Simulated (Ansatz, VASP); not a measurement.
# One calculation of Te, two programs

```xyz
4
Lattice="4.2950 0.0000 0.0000 -2.1475 3.7196 0.0000 0.0000 0.0000 8.3108" Properties=species:S:1:pos:R:3 pbc="T T T"
Te   -2.1475    3.7196    0.0000
Te   -2.1475    3.7196    4.1554
Te    0.0000    2.4797    2.0777
Te    2.1475    1.2399    6.2331
```

Alike in both runs: functional revPBE; k mesh 11 × 11 × 3; occupations fermi-dirac, width 0.1 eV; no spin polarisation.

Ansatz relaxed the structure, and its values are those at the end. VASP's run is a single point on that final structure, the one shown.

```csv
,VASP,Ansatz
version,VASP 6.6.1,Ansatz 0.2.0
potentials or method,"VASP PAW PBE potentials, release 64 (Te), cutoff 520 eV","plane waves (420 eV) with PAW, scalar-relativistic"
valence electrons in the cell,24,64
```

Ansatz gave:

| Item | Value |
| --- | --- |
| pressure (GPa) | 0.0 |

Question: Which values does VASP return?

Answer: Pressure (GPa): -0.1.

VASP's potentials were made for PBE, not for revPBE. VASP's potentials hold 24 valence electrons a cell and Ansatz's 64, so a difference there can come from the potentials and not from the codes.

Neither program's run includes spin-orbit coupling.
